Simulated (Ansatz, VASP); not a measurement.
# In2Sb2Cl: VASP beside Ansatz

```
Sb In Cl
1.0
     4.62939    0.00000    0.00000
    -2.31469    4.00917    0.00000
     0.00000    0.00000   22.01518
Sb In Cl
2 2 1
Direct
  0.00000 0.00000 0.18169
  0.33333 0.66667 0.36093
  0.33333 0.66667 0.22462
  0.66667 0.33333 0.39587
  0.66667 0.22222 0.54577
```

Alike in both runs: task single point; functional PBE; dispersion D3(BJ); k mesh 6 × 6 × 1; occupations gaussian, width 0.1 eV; no spin polarisation.

|  | VASP | Ansatz |
| --- | --- | --- |
| version | VASP 6.6.1 | Ansatz 0.2.0 |
| potentials or method | VASP PAW PBE potentials, release 64 (Sb, In_d, Cl), cutoff 520 eV | scalar-relativistic, plane waves, PAW |
| valence electrons in the cell | 43 | 63 |

|  | VASP | Ansatz | Ansatz less VASP |
| --- | --- | --- | --- |
| gap on the k mesh at the Fermi level (eV) | none | none | - |
| rms of the force components (eV/Å) | 0.538 | 0.538 | -0.0008 |

A gap of «none» marks a metal or a gap that the smearing closes. VASP's potentials hold 43 valence electrons a cell and Ansatz's 63, so a difference there can come from the potentials and not from the codes.

Spin-orbit coupling is off throughout.
